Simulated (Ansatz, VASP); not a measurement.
# Y: VASP beside Ansatz

INCAR

```
SYSTEM = Y
ALGO     = Fast           ! electronic algorithm
EDIFF    = 1E-6           ! SCF threshold, eV
ENCUT    = 520            ! plane-wave cutoff, eV
GGA      = PS             ! functional
ISIF     = 2              ! what is computed and relaxed
ISMEAR   = 0              ! smearing method
LASPH    = .TRUE.         ! aspherical terms in the spheres
LCHARG   = .TRUE.         ! write CHGCAR
LELF     = .TRUE.         ! ELF
LREAL    = .FALSE.        ! projectors in reciprocal space
LVHAR    = .TRUE.       
LWAVE    = .FALSE.        ! write WAVECAR
NBANDS   = 18             ! bands
NELM     = 80             ! most SCF steps
PREC     = Accurate       ! precision mode
SIGMA    = 0.15           ! smearing width, eV
```

File KPOINTS:

```
k-points
0
G
  18 18 8
  0 0 0
```

POSCAR

```
Y
1.0
    3.6514992371      0.0091287481      0.0000000000
   -1.8178438908      3.1577267272      0.0000000000
    0.0000000000      0.0000000000      5.7474000000
Y
2
Direct
    0.3333333333      0.6666666667      0.2500000000
    0.6666666667      0.3333333333      0.7500000000
```

Input for Ansatz:

```yaml
crystal:
  lattice:
    - [3.6514992371, 0.0091287481, 0.0]
    - [-1.8178438908, 3.1577267272, 0.0]
    - [0.0, 0.0, 5.7474]
  atoms:
    - { symbol: "Y", position: [0.3333333333, 0.6666666667, 0.25] }
    - { symbol: "Y", position: [0.6666666667, 0.3333333333, 0.75] }
basis:
  ecutwfc: 420
kpoints:
  mp_grid: { grid: [18, 18, 8] }
hamiltonian:
  xc: pbesol
scf:
  occupations: { method: gaussian, width: 0.15 }
output:
  forces: true
  stress: true
  eigenvalues: true
```

Change from the starting cell: strain +0.0050 x Voigt [0, 0, 0, 0, 0, 1], atoms carried along.

Alike in both runs: task single point; functional PBEsol; k mesh 18 × 18 × 8; occupations gaussian, width 0.15 eV; no spin polarisation.

|  | VASP | Ansatz |
| --- | --- | --- |
| version | VASP 6.6.1 | Ansatz 0.2.0 |
| potentials or method | VASP PAW PBE potentials, release 64 (Y_sv), cutoff 520 eV | scalar-relativistic, plane waves, PAW |
| valence electrons in the cell | 22 | 22 |

```tsv
	VASP	Ansatz	Ansatz less VASP
gap on the k mesh at the Fermi level (eV)	none	none	-
pressure (GPa)	-2.4	-2.3	+0.10
traceless stress, the component that is largest in VASP (GPa)	-0.48	-0.49	-0.003
rms of the force components (eV/Å)	0.004	0.004	0.0000
```

VASP's potentials were made for PBE, not for PBEsol. Atom by atom the forces differ by 0.000 eV/Å (rms over components). A gap of «none» marks a metal or a gap that the smearing closes.
